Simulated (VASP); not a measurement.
Runs of VASP 6.6.1 on KMgF3. The structure is that of space group Pm-3m (No. 221), or close to it. The cells are those of the table. 

```csv
task,level,cell,cutoff (eV),gap on the mesh (eV),pressure (GPa)
single point,PBEsol,"a = 3.850 Å, 5 atoms",520,7.98,9.7
single point,PBEsol,"a = 3.991 Å, 5 atoms",520,7.13,-0.4
single point,r2SCAN,"a = 3.986 Å, 5 atoms",520,(b),-0.9
relaxation of cell and atoms,PBEsol,"relaxed to 5 GPa from a = 3.986 Å, 5 atoms",600,7.63,5.0
single point,PBEsol,"a = 3.957 Å, 5 atoms",520,7.32,1.6
single point,RPBE,"a = 3.986 Å, 5 atoms",520,7.64,7.6
relaxation of cell and atoms,PBEsol,"relaxed to 30 GPa from a = 3.986 Å, 5 atoms",600,9.20,30.0
relaxation of cell and atoms,PBEsol,"relaxed to 2 GPa from a = 3.986 Å, 5 atoms",600,7.37,2.0
single point,PBEsol,"a = 3.755 Å, 5 atoms",520,8.64,(a)
single point,BLYP,"a = 3.986 Å, 5 atoms",520,(c),4.6
```

Alike in all rows: no spin polarisation; k mesh 7 × 7 × 7; smearing fermi-dirac 0.05 eV.

Task: Estimate the missing entries.

Result: (a) 19.9; (b) 8.28; (c) 7.47.

Caveats: the PAW data sets were made with another functional, which shifts forces and pressure a little; an odd mesh through Γ misses points on the zone boundary, where band edges can lie; the cell stands under pressure (at least some runs); the cell is relaxed towards a set pressure, so the run minimises the enthalpy, not the energy (at least some runs).
